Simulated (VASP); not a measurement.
LaS, 2 atoms in the cell. The structure is cubic, space group Fm-3m (No. 225). The conventional cell has a = 5.883 Å, b = 5.883 Å, c = 5.883 Å, α = 90.00°, β = 90.00°, γ = 90.00°. La (site symmetry m-3m) has 6 S at 2.94 Å within 3.9 Å. S (site symmetry m-3m) has 6 La at 2.94 Å within 3.9 Å. 

- Program: VASP 6.6.1
- Task: relaxation of cell and atoms
- Functional: PBEsol
- Potentials or basis: VASP PAW PBE potentials, release 64 (La, S)
- Cutoff: 500 eV
- k mesh: 12 × 12 × 12
- Occupations: gaussian, width 0.1 eV
- Spin: no spin polarisation
- Dipole correction: no
- Further INCAR settings: ALGO = Normal; EDIFF = 1e-07; IBRION = 2; EDIFFG = -0.002; NSW = 100; ISIF = 3

Potentials or basis: VASP PAW PBE potentials, release 64 (La, S).

Launch:

```sh
$ cat potpaw_PBE.64/La/POTCAR potpaw_PBE.64/S/POTCAR > POTCAR
$ mpirun -np 1 vasp_std > vasp.out
```

Hardware: 1 thread of Intel Xeon 8259CL (shared host).

Question: Estimate the wall time of this run.

Answer: Wall time 8.1 min on 1 thread of Intel Xeon 8259CL, on a shared host, peak memory 0.22 GiB. Counts: scf iterations 65, k points 72, ion steps 6.
